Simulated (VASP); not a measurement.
# Hg (I4/mmm) in VASP: further runs

The runs below take Hg through single point, relaxation of cell and atoms, with PBE.

Everything below comes from runs of VASP 6.6.1. Logs are shortened: lines on timing, memory, paths and dates and some standing lists are left out, and cuts for length are marked.

### 1 The cell of the first run

Symmetry: I4/mmm, No. 139, tetragonal system. Conventional cell: a = 4.139 Å, b = 4.139 Å, c = 3.605 Å, α = 90.00°, β = 90.00°, γ = 90.00°. Within 4.5 Å of Hg (site symmetry 4/mmm) lie 14 Hg at 3.44 to 4.14 Å.

### 2 Single point, PBE

The input, INCAR:

```
  PREC = Accurate
  ENCUT = 520
  EDIFF = 1E-6
  ISMEAR = 0
  SIGMA = 0.1
  LREAL = F
  LASPH = T
  NELM = 60
  ALGO = Fast
  ISIF = 2
  LWAVE = F
  LCHARG = T
  GGA = PE
  LELF = T
  LVHAR = T
  NBANDS = 12
```

The input, KPOINTS:

```
Automatic mesh
0
Gamma
  6 6 6
```

The input, POSCAR:

```
Hg
1.0
   -2.0696950000      2.0696950000      1.8022580000
    2.0696950000     -2.0696950000      1.8022580000
    2.0696950000      2.0696950000     -1.8022580000
Hg
1
Direct
    0.0000000000      0.0000000000      0.0000000000
```

Potentials or basis: VASP PAW PBE potentials, release 64 (Hg).

Started as:

```bash
$ cat potpaw_PBE.64/Hg/POTCAR > POTCAR
$ mpirun -np 1 vasp_std > vasp.out
```

OUTCAR:

```text
PREC = Accurate
   ENCUT = 520
   EDIFF = 1E-6
   ISMEAR = 0
   LREAL = F
   LASPH = T
   NELM = 60
   ISIF = 2
   GGA = PE

 ion  position               nearest neighbor table
   1  0.000  0.000  0.000-

  LATTYP: Found a body centered tetragonal cell.
 ALAT       =     4.1393900000
 C/A-ratio  =     0.8707843426

  Lattice vectors:

 A1 = (  -2.0696950000,   2.0696950000,   1.8022580000)
 A2 = (   2.0696950000,  -2.0696950000,   1.8022580000)
 A3 = (   2.0696950000,   2.0696950000,  -1.8022580000)

Analysis of symmetry for initial positions (statically):
=====================================================================
 Subroutine PRICEL returns:
 Original cell was already a primitive cell.

 Routine SETGRP: Setting up the symmetry group for a
 body centered tetragonal supercell.

 Subroutine GETGRP returns: Found 16 space group operations
 (whereof 16 operations were pure point group operations)
 out of a pool of 16 trial point group operations.

The static configuration has the point symmetry D_4h.

Analysis of symmetry for dynamics (positions and initial velocities):
=====================================================================
 Subroutine PRICEL returns:
 Original cell was already a primitive cell.

 Routine SETGRP: Setting up the symmetry group for a
 body centered tetragonal supercell.

 Subroutine GETGRP returns: Found 16 space group operations
 (whereof 16 operations were pure point group operations)
 out of a pool of 16 trial point group operations.

The dynamic configuration has the point symmetry D_4h.

 Subroutine INISYM returns: Found 16 space group operations
 (whereof 16 operations are pure point group operations),
 and found     1 'primitive' translations

----------------------------------------------------------------------------------------

                                     Primitive cell

  volume of cell :      30.8809

  direct lattice vectors                    reciprocal lattice vectors
    -2.069695000  2.069695000  1.802258000     0.000000000  0.241581489  0.277429758
     2.069695000 -2.069695000  1.802258000     0.241581489  0.000000000  0.277429758
     2.069695000  2.069695000 -1.802258000     0.241581489  0.241581489  0.000000000

  length of vectors
     3.437354897  3.437354897  3.437354897     0.367870747  0.367870747  0.341647818

  position of ions in fractional coordinates (direct lattice)
     0.000000000  0.000000000  0.000000000

  ion indices of the primitive-cell ions
   primitive index   ion index
                 1           1

[... 77 lines left out ...]
   ISIF   =      2    stress and relaxation
   ISYM   =      2    0-nonsym 1-usesym 2-fastsym
   POTIM  = 0.5000    time-step for ionic-motion
   TEBEG  =    0.0;   TEEND  =   0.0 temperature during run
   PSTRESS=    0.0 pullay stress
   NELECT =      12.0000    total number of electrons
   NUPDOWN=      -1.0000    fix difference up-down
   EMIN   =  10.00;   EMAX   =-10.00  energy-range for DOS
   EFERMI =   0.00;   METHOD = LEGACY
   ISMEAR =     0;   SIGMA  =   0.10  broadening in eV -4-tet -1-fermi 0-gaus
   EFERMI_NEDOS =   21; number of points for ismear=-14 and -15
   IALGO  =     68    algorithm
   IMIX   =      4    mixing-type and parameters
     AMIX     =   0.40;   BMIX     =  1.00
     AMIX_MAG =   1.60;   BMIX_MAG =  1.00
  volume/ion in A,a.u.               =      30.88       208.39
  Fermi-wavevector in a.u.,A,eV,Ry     =   1.194645  2.257551 19.417902  1.427176
  Thomas-Fermi vector in A             =   2.330630
   LORBIT       =      0    0 simple, 1 ext, 2 COOP (PROOUT), +10 PAW based schemes
   GGA     = PE    functional components
   LHFCALC =     F    Hartree Fock is set to
   AEXX    =    0.0000 exact exchange contribution
   IVDW    =     0    specifies the selected vdW correction
   LEPSILON=     F    determine dielectric tensor
   LRPA    =     F    only Hartree local field effects (RPA)
 non-spin polarized calculation
 RMM-DIIS sequential band-by-band and
 Gauss-broadening in eV      SIGMA  =   0.10
  energy-cutoff  :      520.00
  volume of cell :       30.88
 maximum number of plane-waves:       855
 NGX is ok and might be reduce to    28
   NGX = 13   NGY = 13   NGZ = 13

 number of electron      12.0000002 magnetization

 Free energy of the ion-electron system (eV)
  ---------------------------------------------------
  ext. energy  EPLUGINS =         0.00000000
  ---------------------------------------------------
  free energy    TOTEN  =        -0.17932342 eV

  energy without entropy =       -0.17695481  energy(sigma->0) =       -0.17813911

 E-fermi :   0.6673     XC(G=0):  -9.4120

 val. band max:        0.6157292889   @ k =  -0.3333   0.5000   0.3333
 cond. band min:       0.7229015212   @ k =   0.5000  -0.0000   0.0000
 fundamental gap:      0.1071722323
 Fermi energy:         0.6672973309

 k-point     1 :       0.0000    0.0000    0.0000
  band No.  band energies     occupation
      1      -6.2004      2.00000
      2      -5.5972      2.00000
      3      -5.3448      2.00000
      4      -5.3448      2.00000
      5      -5.1247      2.00000
      6      -4.8494      2.00000
      7      12.6887      0.00000
      8      12.6887      0.00000
      9      14.9885      0.00000
     10      15.6545      0.00000
     11      15.6546      0.00000
     12      16.5210      0.00000
[... 331 lines left out ...]
 k-point    24 :      -0.1667   -0.3333    0.1667
  band No.  band energies     occupation
      1      -5.5510      2.00000
      2      -5.4989      2.00000
      3      -5.2048      2.00000
      4      -4.9579      2.00000
      5      -4.8772      2.00000
      6      -2.3122      2.00000
      7       4.4715      0.00000
      8       8.0459      0.00000
      9       8.6116      0.00000
     10      12.2504      0.00000
     11      15.3427      0.00000
     12      15.7653      0.00000

 [... further k-points ...]
[... 5 lines left out ...]
  --------------------------------------------------------------------------------------
  -------------------------------------------------------------------------------------
  Total       -0.0439193     -0.0439193      0.0274439      0.0000000      0.0000000      0.0000000
  in kB       -2.2786442     -2.2786442      1.4238557      0.0000000      0.0000000      0.0000000
  external PRESSURE =      -1.0444776 kB  Pullay stress =       0.0000000 kB

 VOLUME and BASIS-vectors are now :
 -----------------------------------------------------------------------------
  energy-cutoff  :      520.00
  volume of cell :       30.88
      direct lattice vectors                 reciprocal lattice vectors
    -2.069695000  2.069695000  1.802258000     0.000000000  0.241581489  0.277429758
     2.069695000 -2.069695000  1.802258000     0.241581489  0.000000000  0.277429758
     2.069695000  2.069695000 -1.802258000     0.241581489  0.241581489  0.000000000

 POSITION                                       TOTAL-FORCE (eV/Angst)
 -----------------------------------------------------------------------------------
      0.00000      0.00000      0.00000        -0.000000     -0.000000      0.000000
 -----------------------------------------------------------------------------------
    total drift:                               -0.000000     -0.000000     -0.000000

  FREE ENERGIE OF THE ION-ELECTRON SYSTEM (eV)
  ---------------------------------------------------
  free  energy   TOTEN  =        -0.1793234152 eV

  energy  without entropy=       -0.1769548068  energy(sigma->0) =       -0.17813911
```

stdout:

```text
POSCAR found type information on POSCAR Hg
 POSCAR found :  1 types and       1 ions
 scaLAPACK will be used
 LDA part: xc-table for (Slater+PW92), standard interpolation
 POSCAR, INCAR and KPOINTS ok, starting setup
 FFT: planning ... GRIDC
 FFT: planning ... GRID_SOFT
 FFT: planning ... GRID
 WAVECAR not read
 entering main loop
```

Run time: 5.3 s. Hardware: 1 thread of Intel Xeon 6975P-C (Granite Rapids), shared host; peak memory 0.15 GiB.

Results:

```
Free energy            : -0.1793 eV
Pressure               : -0.1 GPa
Band gap on the k mesh : zero (band 6 reaches 2.00 eV, above the bottom of band 7 at 0.28 eV)
```

Stress tensor (GPa, compression positive):
```
-0.23  0.00  0.00
 0.00 -0.23  0.00
 0.00  0.00  0.14
```

Levels at points of the mesh, in eV from the Fermi level:
| k point | band 4 | band 5 | band 6 | band 7 | band 8 | band 9 |
| --- | --- | --- | --- | --- | --- | --- |
| (0.00, 0.00, 0.00) | -6.01 | -5.79 | -5.52 | 12.02 | 12.02 | 14.32 |
| (0.50, 0.00, 0.00) | -5.42 | -5.25 | -1.20 | 0.06 | 7.81 | 8.78 |
| (0.50, 0.50, 0.00) | -5.66 | -5.27 | -2.02 | -0.38 | 9.80 | 11.12 |
| (0.50, 0.50, 0.50) | -5.34 | -5.27 | 1.33 | 3.16 | 3.16 | 5.92 |

Caveat: the k points lie up to 0.39 Å⁻¹ apart; spin-orbit coupling is left out, which moves the levels of the heavy elements.

### 3 Single point, PBE

This run uses another cell than the first one, of 29.15 Å³/atom, 0.944 times its volume.

The input, INCAR:

```
SYSTEM = Hg
PREC     = Accurate       ! precision mode
ENCUT    = 520            ! plane-wave cutoff, eV
EDIFF    = 1E-6           ! SCF threshold, eV
ISMEAR   = 0              ! smearing method
SIGMA    = 0.1            ! smearing width, eV
LREAL    = .False.        ! projectors in reciprocal space
LASPH    = .True.         ! aspherical terms in the spheres
NELM     = 100            ! most SCF steps
ALGO     = Normal         ! electronic algorithm
ISIF     = 2              ! what is computed and relaxed
LWAVE    = .False.        ! write WAVECAR
LCHARG   = .False.        ! write CHGCAR
GGA      = PE             ! functional
NBANDS   = 12             ! bands
```

The input, KPOINTS:

```
regular mesh
0
Gamma
  16 16 16
  0 0 0
```

The input, POSCAR:

```
Hg
1.0
   -1.9830235713      1.9830235713      1.8529769174
    1.9830235713     -1.9830235713      1.8529769174
    1.9830235713      1.9830235713     -1.8529769174
Hg
1
Direct
    0.0000000000      0.0000000000      0.0000000000
```

Potentials or basis: VASP PAW PBE potentials, release 64 (Hg).

Started as:

```bash
$ cat potpaw_PBE.64/Hg/POTCAR > POTCAR
$ mpirun -np 1 vasp_std > vasp.out
```

Wall time 49 s (1 thread of Intel Xeon 6975P-C (Granite Rapids), shared host); peak memory 0.25 GiB.

The run converged. Its results:

| Property | Result |
| --- | --- |
| Free energy | -0.1811 eV |
| Pressure | 0.1 GPa |
| Band gap on the k mesh | zero (band 6 reaches 2.94 eV, above the bottom of band 7 at 0.55 eV) |

Levels at points of the mesh, in eV from the Fermi level:
| k point | band 4 | band 5 | band 6 | band 7 | band 8 | band 9 |
| --- | --- | --- | --- | --- | --- | --- |
| (0.00, 0.00, 0.00) | -6.43 | -5.98 | -5.84 | 13.06 | 13.06 | 14.16 |
| (0.50, 0.00, 0.00) | -5.80 | -5.47 | -1.51 | -0.46 | 8.08 | 9.10 |
| (0.50, 0.50, 0.00) | -5.92 | -5.50 | -1.91 | -0.68 | 9.08 | 10.25 |
| (0.50, 0.50, 0.50) | -5.59 | -5.54 | 1.70 | 3.35 | 3.35 | 4.73 |

Caveat: spin-orbit coupling is left out, which moves the levels of the heavy elements.

### 4 Relaxation of cell and atoms, PBE

The input, INCAR:

```
SYSTEM = Hg
  PREC = Accurate
  ENCUT = 600
  EDIFF = 1E-6
  ISMEAR = 0
  SIGMA = 0.1
  LREAL = .False.
  LASPH = .True.
  NELM = 100
  ALGO = Normal
  ISIF = 3
  LWAVE = .False.
  LCHARG = .False.
  GGA = PE
  IBRION = 2
  NSW = 100
  EDIFFG = -0.005
```

KPOINTS is that of step 3.

The input, POSCAR:

```
Hg
1.0
   -2.0696950000      2.0696950000      1.8022580000
    2.0696950000     -2.0696950000      1.8022580000
    2.0696950000      2.0696950000     -1.8022580000
Hg
1
Direct
    0.0000000000      0.0000000000      0.0000000000
```

Started as:

```bash
$ cat potpaw_PBE.64/Hg/POTCAR > POTCAR
$ mpirun -np 1 vasp_std > vasp.out
```

Wall time 4.6 min (1 thread of Intel Xeon 6975P-C (Granite Rapids), shared host); peak memory 0.28 GiB.

It converged, with:

| Quantity | Value |
| --- | --- |
| Free energy | -0.1813 eV |
| Relaxed volume | 29.46 Å³/atom |
| Relaxed cell | a = 3.373 Å, b = 3.373 Å, c = 3.373 Å, α = 107.67°, β = 107.67°, γ = 113.15° |
| Space group after relaxing (to 0.05 Å) | I4/mmm (No. 139) |
| Energy gained by relaxing | 3.1 meV/atom |
| Ionic steps | 10 |
| Pressure after relaxing | 0.0 GPa |
| Band gap on the k mesh | zero (band 6 reaches 2.81 eV, above the bottom of band 7 at 0.52 eV) |

Step by step:
```csv
step,energy change (eV),largest force (eV/Å),pressure (GPa),volume (Å³)
1,0.0000,0.0000,-0.22,30.88
2,-0.0004,0.0000,-0.18,30.69
3,-0.0016,0.0000,-0.11,30.12
4,-0.0021,0.0000,0.25,28.99
5,-0.0022,0.0000,0.08,29.34
6,-0.0022,0.0000,0.17,29.23
7,-0.0027,0.0000,0.14,29.25
8,-0.0030,0.0000,0.15,29.27
9,-0.0030,0.0000,-0.04,29.66
10,-0.0031,0.0000,0.02,29.46
```

Final structure:
```yaml
crystal:
  lattice:
    - [-1.99082, 1.99082, 1.85832]
    - [1.99082, -1.99082, 1.85832]
    - [1.99082, 1.99082, -1.85832]
  atoms:
    - { symbol: Hg, position: [0.00000, 0.00000, 0.00000] }
```

Levels at points of the mesh, in eV from the Fermi level:
| k point | band 3 | band 4 | band 5 | band 6 | band 7 | band 8 | band 9 | band 10 |
| --- | --- | --- | --- | --- | --- | --- | --- | --- |
| (0.00, 0.00, 0.00) | -6.43 | -6.43 | -5.99 | -5.85 | 12.94 | 12.94 | 14.02 | 14.55 |
| (0.50, 0.00, 0.00) | -5.95 | -5.81 | -5.49 | -1.55 | -0.44 | 8.01 | 9.03 | 12.27 |
| (0.50, 0.50, 0.00) | -6.05 | -5.93 | -5.51 | -1.95 | -0.67 | 9.01 | 10.20 | 13.54 |
| (0.50, 0.50, 0.50) | -5.61 | -5.61 | -5.56 | 1.62 | 3.32 | 3.32 | 4.71 | 8.62 |

Caveat: spin-orbit coupling is left out, which moves the levels of the heavy elements.

### 5 The runs side by side

| task | cell | k mesh | cutoff (eV) | gap on the mesh (eV) | pressure (GPa) |
| --- | --- | --- | --- | --- | --- |
| single point | a = 3.437 Å, angles 106.0, 106.0, 116.8°, 1 atom | 6 × 6 × 6 | 520 | none | -0.1 |
| single point | a = 3.361 Å, angles 107.7, 107.7, 113.1°, 1 atom | 16 × 16 × 16 | 520 | none | 0.1 |
| relaxation of cell and atoms | relaxed from a = 3.437 Å, angles 106.0, 106.0, 116.8°, 1 atom | 16 × 16 × 16 | 600 | none | 0.0 |

Alike in all rows: level PBE; potentials or basis VASP PAW PBE potentials, release 64 (Hg); no spin polarisation; smearing gaussian 0.1 eV.

Caveats: some runs use coarse meshes; spin-orbit coupling is left out, which moves the levels of the heavy elements.

Total energies depend on the potentials used, so only differences within one code and one set of settings carry meaning.
